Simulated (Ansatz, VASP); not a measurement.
**Two plane-wave programs on SrO**

File POSCAR:

```
SrO
1.0
    0.0000000000      2.5055550000      2.6982900000
    2.5055550000      0.0000000000      2.6982900000
    2.5055550000      2.5055550000      0.0000000000
Sr O
1 1
Direct
    0.0000000000      0.0000000000      0.0000000000
    0.5000000000      0.5000000000      0.5000000000
```

Contents of INCAR.step1:

```
PREC = Accurate ; ENCUT = 520
ISMEAR = 0 ; SIGMA = 0.05
LREAL = False ; LASPH = True
NELM = 80 ; NBANDS = 15
GGA = PE ; ALGO = Normal
EDIFF = 1E-4 ; LWAVE = True
LCHARG = False
```

INCAR.step2

```
PREC = Accurate ; ENCUT = 520
EDIFF = 1E-6 ; ISMEAR = 0
SIGMA = 0.05 ; LREAL = False
LASPH = True ; NELM = 80
ALGO = Normal ; ISIF = 2
LWAVE = False ; LCHARG = True
METAGGA = R2SCAN ; LMIXTAU = True
LELF = True ; LVHAR = True
NBANDS = 15 ; ISTART = 1
```

Contents of KPOINTS:

```
Automatic mesh
0
Gamma
  8 8 8
```

Input for Ansatz:

```yaml
crystal:
  lattice:
    - [0.0, 2.505555, 2.69829]
    - [2.505555, 0.0, 2.69829]
    - [2.505555, 2.505555, 0.0]
  atoms:
    - { symbol: Sr, position: [0.0, 0.0, 0.0] }
    - { symbol: O, position: [0.5, 0.5, 0.5] }
basis:
  ecutwfc: 500
kpoints:
  mp_grid: { grid: [8, 8, 8] }
hamiltonian:
  xc: r2scan
scf:
  occupations: { method: gaussian, width: 0.05 }
output:
  forces: true
  stress: true
  eigenvalues: true
```

Change from the starting cell: strain -0.025 along x and y, +0.050 along z, atoms carried along.

Alike in both runs: task single point; functional r2SCAN; k mesh 8 × 8 × 8; occupations gaussian, width 0.05 eV; no spin polarisation.

|  | VASP | Ansatz |
| --- | --- | --- |
| version | VASP 6.6.1 | Ansatz 0.2.0 |
| potentials or method | VASP PAW PBE potentials, release 64 (Sr_sv, O), cutoff 520 eV | scalar-relativistic, plane waves, PAW |
| valence electrons in the cell | 16 | 16 |

VASP gave:

| Item | Value |
| --- | --- |
| gap on the k mesh at the Fermi level (eV) | 3.59 |
| least direct gap on the mesh (eV) | 3.64 |
| pressure (GPa) | 3.1 |
| traceless stress, the component that is largest in VASP (GPa) | -6.82 |

Q: Which values does Ansatz return?

A: gap on the k mesh at the Fermi level (eV): 3.65; least direct gap on the mesh (eV): 3.68; pressure (GPa): 2.5; traceless stress, the component that is largest in VASP (GPa): -6.50.

VASP's potentials were made for PBE, not for r2SCAN.
